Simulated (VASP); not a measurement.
Input of a VASP 6.6.1 run:

INCAR

```
SYSTEM = Mg2NCl
  PREC = Accurate
  ENCUT = 520
  EDIFF = 1E-7
  ISMEAR = 0
  SIGMA = 0.01
  LREAL = .FALSE.
  LASPH = .TRUE.
  NELM = 100
  ALGO = Normal
  ISIF = 2
  LWAVE = .FALSE.
  LCHARG = .TRUE.
  GGA = PE
  LELF = .TRUE.
  LVHAR = .TRUE.
  NBANDS = 16
```

File KPOINTS:

```
Automatic mesh
0
G
  8 8 8
  0 0 0
```

File POSCAR:

```
Mg2NCl
1.0
    1.6257871725      0.9386486617      5.8849225469
   -1.6257871725      0.9386486617      5.8849225469
    0.0000000000     -1.8772973234      5.8849225469
Mg N Cl
2 1 1
Direct
    0.2227874665      0.2227874665      0.2227874665
    0.7772125335      0.7772125335      0.7772125335
    0.5000000000      0.5000000000      0.5000000000
    0.0000000000      0.0000000000      0.0000000000
```

Potentials or basis: VASP PAW PBE potentials, release 64 (Mg, N, Cl).

Launch:

```sh
$ cat potpaw_PBE.64/Mg/POTCAR potpaw_PBE.64/N/POTCAR potpaw_PBE.64/Cl/POTCAR > POTCAR
$ mpirun -np 1 vasp_std > vasp.out
```

Estimate the band gap on the k mesh.

2.63 eV.

Predict the largest force.

0.229 eV/Å.

Estimate the pressure.

5.8 GPa.

Stress tensor (GPa, compression positive):
```
6.19 0.00 0.00
0.00 6.19 0.00
0.00 0.00 4.88
```

Caveat: the cell stands under pressure. A k mesh can miss the band edges.
